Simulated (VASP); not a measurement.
# Ni (Im-3m) in VASP: single point with HSE06

Aim: the single point of Ni with HSE06.

All numbers are computed with VASP 6.6.1; they aren't measurements. Logs are shortened: lines on timing, memory, paths and dates and some standing lists are left out, and cuts for length are marked.

## (1) The cell of the first run

It takes space group Im-3m (No. 229, cubic). The conventional cell has a = 2.796 Å, b = 2.796 Å, c = 2.796 Å, α = 90.00°, β = 90.00°, γ = 90.00°. Ni (site symmetry m-3m) has 14 Ni at 2.42 to 2.80 Å within 3.2 Å.

This isn't the form of Ni at room conditions, which is fcc.

## (2) Single point, HSE06

The input, POSCAR:

```
Ni
1.0
   -1.3978406665      1.3978406665      1.3978406665
    1.3978406665     -1.3978406665      1.3978406665
    1.3978406665      1.3978406665     -1.3978406665
Ni
1
Direct
    0.0000000000      0.0000000000      0.0000000000
```

The input, INCAR.step1:

```
SYSTEM = Ni
  PREC = Accurate
  ENCUT = 520
  EDIFF = 1E-5
  ISMEAR = -1
  SIGMA = 0.1
  LREAL = .False.
  LASPH = .True.
  NELM = 80
  ALGO = Normal
  ISIF = 2
  LWAVE = .True.
  GGA = PE
  NBANDS = 11
```

The input, INCAR.step2:

```
SYSTEM = Ni
  PREC = Accurate
  ENCUT = 520
  EDIFF = 1E-6
  ISMEAR = -1
  SIGMA = 0.1
  LREAL = .False.
  LASPH = .True.
  NELM = 80
  ALGO = Normal
  ISIF = 2
  LWAVE = .False.
  LCHARG = .True.
  GGA = PE
  LHFCALC = .True.
  HFSCREEN = 0.2079
  PRECFOCK = Normal
  LELF = .True.
  LVHAR = .True.
  ISTART = 1
  NBANDS = 11
```

The input, KPOINTS:

```
regular mesh
0
Gamma
  8 8 8
  0 0 0
```

Potentials or basis: VASP PAW PBE potentials, release 64 (Ni).

The run is started by

```sh
> cat potpaw_PBE.64/Ni/POTCAR > POTCAR
> cp INCAR.step1 INCAR
> mpirun -np 1 vasp_std > vasp.out
> cp INCAR.step2 INCAR
> mpirun -np 1 vasp_std > vasp.out
```

OUTCAR:

```text
SYSTEM = Ni
   PREC = Accurate
   ENCUT = 520
   EDIFF = 1E-6
   ISMEAR = -1
   LREAL = .False.
   LASPH = .True.
   NELM = 80
   ISIF = 2
   GGA = PE
   LHFCALC = .True.
   HFSCREEN = 0.2079
   PRECFOCK = Normal
   ISTART = 1

 ion  position               nearest neighbor table
   1  0.000  0.000  0.000-

  LATTYP: Found a body centered cubic cell.
 ALAT       =     2.7956813330

  Lattice vectors:

 A1 = (  -1.3978406665,   1.3978406665,   1.3978406665)
 A2 = (   1.3978406665,  -1.3978406665,   1.3978406665)
 A3 = (   1.3978406665,   1.3978406665,  -1.3978406665)

Analysis of symmetry for initial positions (statically):
=====================================================================
 Subroutine PRICEL returns:
 Original cell was already a primitive cell.

 Routine SETGRP: Setting up the symmetry group for a
 body centered cubic supercell.

 Subroutine GETGRP returns: Found 48 space group operations
 (whereof 48 operations were pure point group operations)
 out of a pool of 48 trial point group operations.

The static configuration has the point symmetry O_h .

Analysis of symmetry for dynamics (positions and initial velocities):
=====================================================================
 Subroutine PRICEL returns:
 Original cell was already a primitive cell.

 Routine SETGRP: Setting up the symmetry group for a
 body centered cubic supercell.

 Subroutine GETGRP returns: Found 48 space group operations
 (whereof 48 operations were pure point group operations)
 out of a pool of 48 trial point group operations.

The dynamic configuration has the point symmetry O_h .

 Subroutine INISYM returns: Found 48 space group operations
 (whereof 48 operations are pure point group operations),
 and found     1 'primitive' translations

----------------------------------------------------------------------------------------

                                     Primitive cell

  volume of cell :      10.9253

  direct lattice vectors                    reciprocal lattice vectors
    -1.397840667  1.397840667  1.397840667     0.000000000  0.357694558  0.357694558
     1.397840667 -1.397840667  1.397840667     0.357694558  0.000000000  0.357694558
     1.397840667  1.397840667 -1.397840667     0.357694558  0.357694558  0.000000000

  length of vectors
     2.421131055  2.421131055  2.421131055     0.505856496  0.505856496  0.505856496

  position of ions in fractional coordinates (direct lattice)
     0.000000000  0.000000000  0.000000000

  ion indices of the primitive-cell ions
   primitive index   ion index
                 1           1

----------------------------------------------------------------------------------------

 KPOINTS: regular mesh

Automatic generation of k-mesh.
 Grid dimensions read from file:
 generate k-points for:    8    8    8

 Generating k-lattice:

  Cartesian coordinates                     Fractional coordinates (reciprocal lattice)
     0.000000000  0.044711820  0.044711820     0.125000000  0.000000000  0.000000000
     0.044711820  0.000000000  0.044711820     0.000000000  0.125000000  0.000000000
     0.044711820  0.044711820  0.000000000     0.000000000  0.000000000  0.125000000

  Length of vectors
     0.063232062  0.063232062  0.063232062

  Shift w.r.t. Gamma in fractional coordinates (k-lattice)
     0.000000000  0.000000000  0.000000000

 Subroutine IBZKPT returns following result:
 ===========================================

 Found     29 irreducible k-points:

 Following reciprocal coordinates:
            Coordinates               Weight
  0.000000  0.000000  0.000000      1.000000
  0.125000  0.000000  0.000000     12.000000
  0.250000  0.000000  0.000000     12.000000
  0.375000  0.000000  0.000000     12.000000
  0.500000  0.000000  0.000000      6.000000
  0.125000  0.125000  0.000000     24.000000
[... 16 lines left out ...]
 -0.250000  0.250000  0.250000      6.000000
 -0.375000  0.375000  0.250000     24.000000
 [... further k-points ...]
   k-points           NKPTS =     29   k-points in BZ     NKDIM =    512   number of bands    NBANDS=     11
   number of dos      NEDOS =    301   number of ions     NIONS =      1
   total plane-waves  NPLWV =   5832
   dimension x,y,z NGX =    18 NGY =   18 NGZ =   18
   dimension x,y,z NGXF=    36 NGYF=   36 NGZF=   36
   ions per type =               1
   NGX,Y,Z   is equivalent  to a cutoff of  12.36, 12.36, 12.36 a.u.
   NGXF,Y,Z  is equivalent  to a cutoff of  24.72, 24.72, 24.72 a.u.
 SYSTEM =  Ni
   PREC   = accura    normal or accurate (medium, high low for compatibility)
   ISTART =      1    job   : 0-new  1-cont  2-samecut
   ICHARG =      0    charge: 1-file 2-atom 10-const
   ISPIN  =      1    spin polarized calculation?
   LNONCOLLINEAR =      F non collinear calculations
   LSORBIT =      F    spin-orbit coupling
   LASPH  =      T    aspherical Exc in radial PAW
   ENCUT  =  520.0 eV  38.22 Ry    6.18 a.u.   4.50  4.50  4.50*2*pi/ulx,y,z
   NELM   =     80;   NELMIN=  2; NELMDL=  0     # of ELM steps
   EDIFF  = 0.1E-05   stopping-criterion for ELM
   LREAL  =      F    real-space projection
   EDIFFG = 0.1E-04   stopping-criterion for IOM
   NSW    =      0    number of steps for IOM
   IBRION =     -1    ionic relax: 0-MD 1-quasi-New 2-CG
   NFREE  =      0    steps in history (QN), initial steepest desc. (CG)
   ISIF   =      2    stress and relaxation
   ISYM   =      3    0-nonsym 1-usesym 2-fastsym
   POTIM  = 0.5000    time-step for ionic-motion
   TEBEG  =    0.0;   TEEND  =   0.0 temperature during run
   PSTRESS=    0.0 pullay stress
   NELECT =      10.0000    total number of electrons
   NUPDOWN=      -1.0000    fix difference up-down
   EMIN   =  10.00;   EMAX   =-10.00  energy-range for DOS
   EFERMI =   0.00;   METHOD = LEGACY
   ISMEAR =    -1;   SIGMA  =   0.10  broadening in eV -4-tet -1-fermi 0-gaus
   EFERMI_NEDOS =   21; number of points for ismear=-14 and -15
   IALGO  =     38    algorithm
   IMIX   =      1    mixing-type and parameters
     AMIX     =   0.40;   BMIX     =  1.00
     AMIX_MAG =   1.60;   BMIX_MAG =  1.00
  volume/ion in A,a.u.               =      10.93        73.73
  Fermi-wavevector in a.u.,A,eV,Ry     =   1.589512  3.003742 34.375781  2.526549
  Thomas-Fermi vector in A             =   2.688350
   LORBIT       =      0    0 simple, 1 ext, 2 COOP (PROOUT), +10 PAW based schemes
   GGA     = PE    functional components
   LHFCALC =     T    Hartree Fock is set to
   PRECFOCK=normal    Normal, Fast or Accurate (Low or Medium for compatibility)
   ENCUT4O =  -1.0   cutoff for four orbital integrals eV
   NKREDX  =     1    reduce k-point grid by
   NKREDY  =     1    reduce k-point grid by
   NKREDZ  =     1    reduce k-point grid by
   AEXX    =    0.2500 exact exchange contribution
   HFSCREEN=    0.2079 screening length (either q_TF or 0.3 A-1)
   HFSCREENC=   0.2079 screening length for correlation (either q_TF or 0.3 A-1)
   ENCUTFOCK=  -1.0 apply spherical cutoff to Coloumb kernel
   IVDW    =     0    specifies the selected vdW correction
   LEPSILON=     F    determine dielectric tensor
   LRPA    =     F    only Hartree local field effects (RPA)
 non-spin polarized calculation
  energy-cutoff  :      520.00
  volume of cell :       10.93
 maximum number of plane-waves:       321
  NGX = 14; NGY = 14; NGZ = 14

 number of electron       9.9999986 magnetization

 Free energy of the ion-electron system (eV)
  ---------------------------------------------------
  ext. energy  EPLUGINS =         0.00000000
  ---------------------------------------------------
  free energy    TOTEN  =        -5.98571390 eV

  energy without entropy =       -5.94308358  energy(sigma->0) =       -5.96439874

 E-fermi :   8.4414     XC(G=0): -10.7025

 val. band max:        8.3599417557   @ k =  -0.3750   0.5000   0.1250
 cond. band min:       8.4442837686   @ k =  -0.3750   0.5000   0.2500
 fundamental gap:      0.0843420129
 Fermi energy:         8.4413670868

 k-point     1 :       0.0000    0.0000    0.0000
  band No.  band energies     occupation
      1      -0.8783      2.00000
      2       6.0357      2.00000
      3       6.0357      2.00000
      4       6.0357      2.00000
      5       6.9676      2.00000
      6       6.9676      2.00000
      7      36.5928      0.00000
      8      36.5928      0.00000
      9      36.5928      0.00000
     10      41.6913      0.00000
     11      41.6914      0.00000

 k-point     2 :       0.1250    0.0000    0.0000
  band No.  band energies     occupation
      1      -0.1586      2.00000
      2       5.8664      2.00000
      3       6.0168      2.00000
      4       6.4178      2.00000
      5       6.8542      2.00000
      6       6.9987      2.00000
      7      32.5608      0.00000
      8      35.2564      0.00000
      9      36.0072      0.00000
     10      38.7666      0.00000
     11      39.7269      0.00000

 k-point     3 :       0.2500    0.0000    0.0000
  band No.  band energies     occupation
      1       1.7156      2.00000
      2       5.4711      2.00000
      3       5.9293      2.00000
      4       6.8972      2.00000
      5       7.0931      2.00000
      6       7.4226      1.99992
      7      26.0203      0.00000
      8      32.2637      0.00000
      9      34.6138      0.00000
     10      35.1297      0.00000
     11      38.3088      0.00000
[... 267 lines left out ...]
 k-point    23 :      -0.2500    0.2500    0.2500
  band No.  band energies     occupation
      1       3.4286      2.00000
      2       5.2038      2.00000
      3       6.5352      2.00000
      4       6.5352      2.00000
      5       7.3317      1.99997
      6       8.6915      0.15149
      7      27.2902      0.00000
      8      27.2902      0.00000
      9      28.1341      0.00000
     10      30.3761      0.00000
     11      45.4043      0.00000

 k-point    24 :      -0.3750    0.3750    0.2500
  band No.  band energies     occupation
      1       4.0502      2.00000
      2       4.5905      2.00000
      3       6.5338      2.00000
      4       6.9411      2.00000
      5       8.2586      1.72289
      6      11.2160      0.00000
      7      21.6081      0.00000
      8      24.8052      0.00000
      9      27.8827      0.00000
     10      31.5279      0.00000
     11      41.5223      0.00000

 [... further k-points ...]

------------------------ aborting loop because EDIFF is reached ----------------------------------------

  FORCE on cell =-STRESS in cart. coord.  units (eV):
  Direction    XX          YY          ZZ          XY          YZ          ZX
  --------------------------------------------------------------------------------------
  -------------------------------------------------------------------------------------
  Total       -0.4578734     -0.4578734     -0.4578734      0.0000000     -0.0000000      0.0000000
  in kB      -67.1464340    -67.1464340    -67.1464340      0.0000000     -0.0000000      0.0000000
  external PRESSURE =     -67.1464340 kB  Pullay stress =       0.0000000 kB

 VOLUME and BASIS-vectors are now :
 -----------------------------------------------------------------------------
  energy-cutoff  :      520.00
  volume of cell :       10.93
      direct lattice vectors                 reciprocal lattice vectors
    -1.397840667  1.397840667  1.397840667     0.000000000  0.357694558  0.357694558
     1.397840667 -1.397840667  1.397840667     0.357694558  0.000000000  0.357694558
     1.397840667  1.397840667 -1.397840667     0.357694558  0.357694558  0.000000000

 POSITION                                       TOTAL-FORCE (eV/Angst)
 -----------------------------------------------------------------------------------
      0.00000      0.00000      0.00000        -0.000000     -0.000000      0.000000
 -----------------------------------------------------------------------------------
    total drift:                               -0.000003      0.000037      0.000086

  FREE ENERGIE OF THE ION-ELECTRON SYSTEM (eV)
  ---------------------------------------------------
  free  energy   TOTEN  =        -5.9857139026 eV

  energy  without entropy=       -5.9430835764  energy(sigma->0) =       -5.96439874
```

Wall time 54 min (1 thread of Oxide Virtual Turin-like, shared host); peak memory 0.19 GiB.

Results:

```
Free energy            : -5.9857 eV
Pressure               : -6.7 GPa
Band gap on the k mesh : zero (bands 5 and 6 overlap by 2.07 eV)
```

Caveat: the k points lie up to 0.40 Å⁻¹ apart, too coarse for converged energies and pressures of a metal; the PAW data sets were made with another functional, which shifts forces and pressure a little; the run has no spin polarisation, though such a crystal can be magnetic.

The gap in the log of VASP goes by the Fermi energy; the results here count the filled bands.